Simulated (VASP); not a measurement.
# FeNiC4N4 (P-43m) in VASP: a series of runs

Runs on FeNiC4N4. Level: PBE. Tasks: single point.

Everything below comes from runs of VASP 6.6.1. Logs are shortened: lines on timing, memory, paths and dates and some standing lists are left out, and cuts for length are marked.

## Step 1: The cell of the first run

It takes space group P-43m (No. 215, cubic). The conventional cell has a = 5.781 Å, b = 5.781 Å, c = 5.781 Å, α = 90.00°, β = 90.00°, γ = 90.00°. Fe (site symmetry -43m) has 4 N at 1.93 Å within 2.6 Å. Within 2.5 Å of Ni (site symmetry -43m) lie 4 C at 1.90 Å. Within 1.6 Å of C (site symmetry 3m) lie 1 N at 1.18 Å. N (site symmetry 3m) has 1 C at 1.18 Å within 1.6 Å.

## Step 2: Single point, PBE, collinear spin, ferromagnetic start

Input file INCAR:

```
  ALGO = Normal
  EDIFF = 1E-6
  ENCUT = 520
  GGA = PE
  ISIF = 2
  ISMEAR = 0
  ISPIN = 2
  LASPH = True
  LCHARG = True
  LELF = True
  LMAXMIX = 4
  LORBIT = 11
  LREAL = False
  LVHAR = True
  LWAVE = False
  MAGMOM = 4 2 0 0 0 0 0 0 0 0
  NBANDS = 42
  NELM = 150
  PREC = Accurate
  SIGMA = 0.1
```

Input file KPOINTS:

```
k-points
0
Gamma
  4 4 4
```

Input file POSCAR:

```
FeNiC4N4
1.0
    5.7812135643      0.0000000000      0.0000000000
    0.0000000000      5.7812135643      0.0000000000
    0.0000000000      0.0000000000      5.7812135643
Fe Ni C N
1 1 4 4
Direct
    0.5000000000      0.5000000000      0.5000000000
    0.0000000000      0.0000000000      0.0000000000
    0.1895522569      0.1895522569      0.1895522569
    0.1895522569      0.8104477431      0.8104477431
    0.8104477431      0.1895522569      0.8104477431
    0.8104477431      0.8104477431      0.1895522569
    0.3070651972      0.3070651972      0.3070651972
    0.3070651972      0.6929348028      0.6929348028
    0.6929348028      0.3070651972      0.6929348028
    0.6929348028      0.6929348028      0.3070651972
```

Potentials or basis: VASP PAW PBE potentials, release 64 (Fe, Ni, C, N).

Started as:

```sh
$ cat potpaw_PBE.64/Fe/POTCAR potpaw_PBE.64/Ni/POTCAR potpaw_PBE.64/C/POTCAR potpaw_PBE.64/N/POTCAR > POTCAR
$ mpirun -np 1 vasp_std > vasp.out
```

OUTCAR:

```text
EDIFF = 1E-6
   ENCUT = 520
   GGA = PE
   ISIF = 2
   ISMEAR = 0
   ISPIN = 2
   LASPH = True
   LORBIT = 11
   LREAL = False
   NELM = 150
   PREC = Accurate

 ion  position               nearest neighbor table
   1  0.500  0.500  0.500-   8 1.93   9 1.93  10 1.93   7 1.93
   2  0.000  0.000  0.000-   3 1.90   4 1.90   5 1.90   6 1.90
   3  0.190  0.190  0.190-   7 1.18   2 1.90
   4  0.190  0.810  0.810-   8 1.18   2 1.90
   5  0.810  0.190  0.810-   9 1.18   2 1.90
   6  0.810  0.810  0.190-  10 1.18   2 1.90
   7  0.307  0.307  0.307-   3 1.18   1 1.93
   8  0.307  0.693  0.693-   4 1.18   1 1.93
   9  0.693  0.307  0.693-   5 1.18   1 1.93
  10  0.693  0.693  0.307-   6 1.18   1 1.93

  LATTYP: Found a simple cubic cell.
 ALAT       =     5.7812135643

  Lattice vectors:

 A1 = (   5.7812135643,   0.0000000000,   0.0000000000)
 A2 = (   0.0000000000,   5.7812135643,   0.0000000000)
 A3 = (   0.0000000000,   0.0000000000,   5.7812135643)

Analysis of symmetry for initial positions (statically):
=====================================================================
 Subroutine PRICEL returns:
 Original cell was already a primitive cell.

 Routine SETGRP: Setting up the symmetry group for a
 simple cubic supercell.

 Subroutine GETGRP returns: Found 24 space group operations
 (whereof 24 operations were pure point group operations)
 out of a pool of 48 trial point group operations.

The static configuration has the point symmetry T_d .

Analysis of symmetry for dynamics (positions and initial velocities):
=====================================================================
 Subroutine PRICEL returns:
 Original cell was already a primitive cell.

 Routine SETGRP: Setting up the symmetry group for a
 simple cubic supercell.

 Subroutine GETGRP returns: Found 24 space group operations
 (whereof 24 operations were pure point group operations)
 out of a pool of 48 trial point group operations.

The dynamic configuration has the point symmetry T_d .

Analysis of structural, dynamic, and magnetic symmetry:
=====================================================================
 Subroutine PRICEL returns:
 Original cell was already a primitive cell.

 Routine SETGRP: Setting up the symmetry group for a
 simple cubic supercell.

 Subroutine GETGRP returns: Found 24 space group operations
 (whereof 24 operations were pure point group operations)
 out of a pool of 48 trial point group operations.

The overall configuration has the point symmetry T_d .

 Subroutine INISYM returns: Found 24 space group operations
 (whereof 24 operations are pure point group operations),
 and found     1 'primitive' translations

----------------------------------------------------------------------------------------

                                     Primitive cell

  volume of cell :     193.2222

  direct lattice vectors                    reciprocal lattice vectors
     5.781213564  0.000000000  0.000000000     0.172974063  0.000000000  0.000000000
     0.000000000  5.781213564  0.000000000     0.000000000  0.172974063  0.000000000
     0.000000000  0.000000000  5.781213564     0.000000000  0.000000000  0.172974063

  length of vectors
     5.781213564  5.781213564  5.781213564     0.172974063  0.172974063  0.172974063

  position of ions in fractional coordinates (direct lattice)
     0.500000000  0.500000000  0.500000000
     0.000000000  0.000000000  0.000000000
     0.189552257  0.189552257  0.189552257
     0.189552257  0.810447743  0.810447743
     0.810447743  0.189552257  0.810447743
     0.810447743  0.810447743  0.189552257
     0.307065197  0.307065197  0.307065197
     0.307065197  0.692934803  0.692934803
     0.692934803  0.307065197  0.692934803
     0.692934803  0.692934803  0.307065197

  ion indices of the primitive-cell ions
   primitive index   ion index
                 1           1
                 2           2
                 3           3
                 4           4
[... 50 lines left out ...]
   ions per type =               1   1   4   4
   NGX,Y,Z   is equivalent  to a cutoff of  13.80, 13.80, 13.80 a.u.
   NGXF,Y,Z  is equivalent  to a cutoff of  27.61, 27.61, 27.61 a.u.
 SYSTEM =  unknown system
   PREC   = accura    normal or accurate (medium, high low for compatibility)
   ISTART =      0    job   : 0-new  1-cont  2-samecut
   ICHARG =      2    charge: 1-file 2-atom 10-const
   ISPIN  =      2    spin polarized calculation?
   LNONCOLLINEAR =      F non collinear calculations
   LSORBIT =      F    spin-orbit coupling
   LASPH  =      T    aspherical Exc in radial PAW
   ENCUT  =  520.0 eV  38.22 Ry    6.18 a.u.  10.75 10.75 10.75*2*pi/ulx,y,z
   NELM   =    150;   NELMIN=  2; NELMDL= -5     # of ELM steps
   EDIFF  = 0.1E-05   stopping-criterion for ELM
   LREAL  =      F    real-space projection
   EDIFFG = 0.1E-04   stopping-criterion for IOM
   NSW    =      0    number of steps for IOM
   IBRION =     -1    ionic relax: 0-MD 1-quasi-New 2-CG
   NFREE  =      0    steps in history (QN), initial steepest desc. (CG)
   ISIF   =      2    stress and relaxation
   ISYM   =      2    0-nonsym 1-usesym 2-fastsym
   POTIM  = 0.5000    time-step for ionic-motion
   TEBEG  =    0.0;   TEEND  =   0.0 temperature during run
   PSTRESS=    0.0 pullay stress
   NELECT =      54.0000    total number of electrons
   NUPDOWN=      -1.0000    fix difference up-down
   EMIN   =  10.00;   EMAX   =-10.00  energy-range for DOS
   EFERMI =   0.00;   METHOD = LEGACY
   ISMEAR =     0;   SIGMA  =   0.10  broadening in eV -4-tet -1-fermi 0-gaus
   EFERMI_NEDOS =   21; number of points for ismear=-14 and -15
   IALGO  =     38    algorithm
   IMIX   =      4    mixing-type and parameters
     AMIX     =   0.40;   BMIX     =  1.00
     AMIX_MAG =   1.60;   BMIX_MAG =  1.00
  volume/ion in A,a.u.               =      19.32       130.39
  Fermi-wavevector in a.u.,A,eV,Ry     =   1.070337  2.022643 15.587114  1.145621
  Thomas-Fermi vector in A             =   2.206044
   LORBIT       =     11    0 simple, 1 ext, 2 COOP (PROOUT), +10 PAW based schemes
   GGA     = PE    functional components
   LHFCALC =     F    Hartree Fock is set to
   AEXX    =    0.0000 exact exchange contribution
   IVDW    =     0    specifies the selected vdW correction
   LEPSILON=     F    determine dielectric tensor
   LRPA    =     F    only Hartree local field effects (RPA)
 spin polarized calculation
 Gauss-broadening in eV      SIGMA  =   0.10
  energy-cutoff  :      520.00
  volume of cell :      193.22
 maximum number of plane-waves:      5248
 NGX is ok and might be reduce to    48
   NGX = 21   NGY = 21   NGZ = 21

 number of electron      54.0000010 magnetization       3.9506906

 Free energy of the ion-electron system (eV)
  ---------------------------------------------------
  ext. energy  EPLUGINS =         0.00000000
  ---------------------------------------------------
  free energy    TOTEN  =       -79.23630906 eV

  energy without entropy =      -79.18269944  energy(sigma->0) =      -79.20950425

 E-fermi :  -1.2053     XC(G=0):  -7.3577

 val. band max:       -1.2538558786   @ k =   0.5000   0.2500   0.2500
 cond. band min:      -1.2034435034   @ k =   0.2500   0.2500   0.2500
 fundamental gap:      0.0504123752
 Fermi energy:        -1.2053057411

 spin component 1

 k-point     1 :       0.0000    0.0000    0.0000
  band No.  band energies     occupation
      1     -18.7716      1.00000
      2     -18.6241      1.00000
      3     -18.6241      1.00000
      4     -18.6241      1.00000
      5      -9.4522      1.00000
      6      -8.6278      1.00000
[... 409 lines left out ...]
     38       4.4565      0.00000
     39       6.7191      0.00000
 Fermi energy:        -1.2053057411

 spin component 2

 k-point     1 :       0.0000    0.0000    0.0000
  band No.  band energies     occupation
      1     -18.6568      1.00000
      2     -18.5097      1.00000
      3     -18.5097      1.00000
      4     -18.5097      1.00000
      5      -9.2504      1.00000
      6      -8.1361      1.00000
[... 409 lines left out ...]
     38       4.5495      0.00000
     39       6.8497      0.00000
 [bands above 39 left out]

------------------------ aborting loop because EDIFF is reached ----------------------------------------

  FORCE on cell =-STRESS in cart. coord.  units (eV):
  Direction    XX          YY          ZZ          XY          YZ          ZX
  --------------------------------------------------------------------------------------
  -------------------------------------------------------------------------------------
  Total       -0.4791296     -0.4791296     -0.4791296     -0.0000000     -0.0000000      0.0000000
  in kB       -3.9728897     -3.9728897     -3.9728897     -0.0000000     -0.0000000      0.0000000
  external PRESSURE =      -3.9728897 kB  Pullay stress =       0.0000000 kB

 VOLUME and BASIS-vectors are now :
 -----------------------------------------------------------------------------
  energy-cutoff  :      520.00
  volume of cell :      193.22
      direct lattice vectors                 reciprocal lattice vectors
     5.781213564  0.000000000  0.000000000     0.172974063  0.000000000  0.000000000
     0.000000000  5.781213564  0.000000000     0.000000000  0.172974063  0.000000000
     0.000000000  0.000000000  5.781213564     0.000000000  0.000000000  0.172974063

 POSITION                                       TOTAL-FORCE (eV/Angst)
 -----------------------------------------------------------------------------------
      2.89061      2.89061      2.89061        -0.000000     -0.000000     -0.000000
      0.00000      0.00000      0.00000        -0.000000     -0.000000     -0.000000
      1.09584      1.09584      1.09584        -0.556784     -0.556784     -0.556784
      1.09584      4.68537      4.68537        -0.556784      0.556784      0.556784
      4.68537      1.09584      4.68537         0.556784     -0.556784      0.556784
      4.68537      4.68537      1.09584         0.556784      0.556784     -0.556784
      1.77521      1.77521      1.77521         0.491590      0.491590      0.491590
      1.77521      4.00600      4.00600         0.491590     -0.491590     -0.491590
      4.00600      1.77521      4.00600        -0.491590      0.491590     -0.491590
      4.00600      4.00600      1.77521        -0.491590     -0.491590      0.491590
 -----------------------------------------------------------------------------------
    total drift:                               -0.000000     -0.000000     -0.000000

  FREE ENERGIE OF THE ION-ELECTRON SYSTEM (eV)
  ---------------------------------------------------
  free  energy   TOTEN  =       -79.2363090593 eV

  energy  without entropy=      -79.1826994439  energy(sigma->0) =      -79.20950425

 total charge

# of ion       s       p       d       tot
------------------------------------------
    1        0.404   0.580   5.930   6.914
    2        0.518   0.774   8.220   9.512
    3        0.964   1.581   0.000   2.546
    4        0.964   1.581   0.000   2.546
    5        0.964   1.581   0.000   2.546
    6        0.964   1.581   0.000   2.546
    7        1.299   2.608   0.000   3.907
    8        1.299   2.608   0.000   3.907
    9        1.299   2.608   0.000   3.907
   10        1.299   2.608   0.000   3.907
--------------------------------------------------
tot          9.973  18.113  14.149  42.236

 magnetization (x)

# of ion       s       p       d       tot
------------------------------------------
    1        0.016   0.084   3.560   3.660
    2       -0.001  -0.036  -0.214  -0.251
    3        0.003   0.043   0.000   0.046
    4        0.003   0.043   0.000   0.046
    5        0.003   0.043   0.000   0.046
    6        0.003   0.043   0.000   0.046
    7        0.010   0.024   0.000   0.034
    8        0.010   0.024   0.000   0.034
    9        0.010   0.024   0.000   0.034
   10        0.010   0.024   0.000   0.034
--------------------------------------------------
tot          0.066   0.317   3.347   3.730
```

Wall time 5.3 min (1 thread of Intel Xeon Platinum 8259CL at 2.50GHz (Skylake/Cascade Lake), shared host); peak memory 0.47 GiB.

What came out:

```yaml
Free_energy: -79.2363 eV
Pressure: -0.4 GPa
Largest_force: 0.964 eV/Å
Net_moment: 3.95 μB per cell
Site_moments: Fe +3.66; Ni -0.25; C +0.05; N +0.03 μB
Valence_electrons_inside_the_program's_atomic_spheres: Fe 6.91; Ni 9.51; C 2.55; N 3.91
```

Forces on the atoms (eV/Å):
```
Fe   0.000  0.000  0.000
Ni   0.000  0.000  0.000
C   -0.557 -0.557 -0.557
C   -0.557  0.557  0.557
C    0.557 -0.557  0.557
C    0.557  0.557 -0.557
N    0.492  0.492  0.492
N    0.492 -0.492 -0.492
N   -0.492  0.492 -0.492
N   -0.492 -0.492  0.492
```

Caveat: only a ferromagnetic start was run, and an antiferromagnetic order may lie lower in energy. With open d or f shells a metallic result of PBE can be an artefact of self-interaction; +U or a hybrid may open a gap.

## Step 3: Single point, PBE, collinear spin, ferromagnetic start

This run uses another cell than the first one, of 20.63 Å³/atom.

Input file INCAR:

```
SYSTEM = FeNiC4N4
PREC     = Accurate       ! precision mode
ENCUT    = 520            ! plane-wave cutoff, eV
EDIFF    = 1E-7           ! SCF threshold, eV
ISMEAR   = 0              ! smearing method
SIGMA    = 0.1            ! smearing width, eV
LREAL    = .False.        ! projectors in reciprocal space
LASPH    = .True.         ! aspherical terms in the spheres
NELM     = 150            ! most SCF steps
ALGO     = Normal         ! electronic algorithm
ISIF     = 2              ! what is computed and relaxed
LWAVE    = .False.        ! write WAVECAR
LCHARG   = .False.        ! write CHGCAR
ISPIN    = 2              ! spin polarisation
MAGMOM   = 4 2 0 0 0 0 0 0 0 0 ! initial moments
LORBIT   = 11             ! projections on sites
LMAXMIX  = 4              ! l up to which the mixer works
GGA      = PE             ! functional
NBANDS   = 42             ! bands
```

Input file KPOINTS:

```
Automatic mesh
0
Gamma
  4 4 4
  0 0 0
```

Input file POSCAR:

```
FeNiC4N4
1.0
    5.9086026500      0.0000000000      0.0000000000
    0.0000000000      5.9086026500      0.0000000000
    0.0000000000      0.0000000000      5.9086026500
Fe Ni C N
1 1 4 4
Direct
    0.5000000000      0.5000000000      0.5000000000
    0.0000000000      0.0000000000      0.0000000000
    0.1873167900      0.1873167900      0.1873167900
    0.1873167900      0.8126832100      0.8126832100
    0.8126832100      0.1873167900      0.8126832100
    0.8126832100      0.8126832100      0.1873167900
    0.3016415900      0.3016415900      0.3016415900
    0.3016415900      0.6983584100      0.6983584100
    0.6983584100      0.3016415900      0.6983584100
    0.6983584100      0.6983584100      0.3016415900
```

Potentials or basis: VASP PAW PBE potentials, release 64 (Fe, Ni, C, N).

Started as:

```sh
$ cat potpaw_PBE.64/Fe/POTCAR potpaw_PBE.64/Ni/POTCAR potpaw_PBE.64/C/POTCAR potpaw_PBE.64/N/POTCAR > POTCAR
$ mpirun -np 1 vasp_std > vasp.out
```

It took 7.9 min on 1 thread of Intel Xeon Platinum 8259CL at 2.50GHz (Skylake/Cascade Lake), shared host; peak memory 0.48 GiB.

The run converged. Its results:

```yaml
Free_energy: -78.8787 eV
Pressure: -2.1 GPa
Largest_force: 2.134 eV/Å
Net_moment: 4.44 μB per cell
Site_moments: Fe +3.72; Ni +0.14; C +0.04; N +0.04 μB
Valence_electrons_inside_the_program's_atomic_spheres: Fe 6.64; Ni 9.44; C 2.56; N 3.90
```

Forces on the atoms (eV/Å):
```
Fe   0.000  0.000  0.000
Ni   0.000  0.000  0.000
C   -0.847 -0.847 -0.847
C   -0.847  0.847  0.847
C    0.847 -0.847  0.847
C    0.847  0.847 -0.847
N    1.232  1.232  1.232
N    1.232 -1.232 -1.232
N   -1.232  1.232 -1.232
N   -1.232 -1.232  1.232
```

Levels at points of the mesh, in eV from the Fermi level:
Spin up:
| k point | band 27 | band 28 | band 29 | band 30 | band 31 | band 32 | band 33 | band 34 |
| --- | --- | --- | --- | --- | --- | --- | --- | --- |
| (0.00, 0.00, 0.00) | -1.21 | -0.22 | -0.22 | -0.22 | 4.53 | 4.53 | 4.53 | 5.14 |
| (0.50, 0.00, 0.00) | -1.18 | -0.11 | 0.03 | 0.03 | 4.56 | 4.56 | 4.85 | 4.89 |
| (0.50, 0.50, 0.00) | -1.17 | -0.11 | 0.03 | 0.03 | 4.81 | 4.83 | 4.93 | 4.93 |
| (0.50, 0.50, 0.50) | -1.15 | -0.16 | -0.16 | -0.16 | 4.92 | 4.92 | 4.92 | 5.22 |
Spin down:
```tsv
k point	band 21	band 22	band 23	band 24	band 25	band 26	band 27	band 28	band 29	band 30
(0.00, 0.00, 0.00)	-1.32	-1.32	-0.11	-0.11	-0.11	0.25	0.25	1.01	1.01	1.01
(0.50, 0.00, 0.00)	-1.24	-1.10	-0.41	-0.11	-0.11	0.20	0.50	1.10	1.23	1.23
(0.50, 0.50, 0.00)	-1.22	-1.09	-0.36	-0.05	-0.05	0.20	0.48	1.09	1.21	1.21
(0.50, 0.50, 0.50)	-1.31	-1.31	-0.04	-0.04	-0.04	0.29	0.29	1.05	1.05	1.05
```

Caveat: only a ferromagnetic start was run, and an antiferromagnetic order may lie lower in energy; forces of over 1 eV/Å act on the atoms, so gaps and moduli don't describe the material at rest.
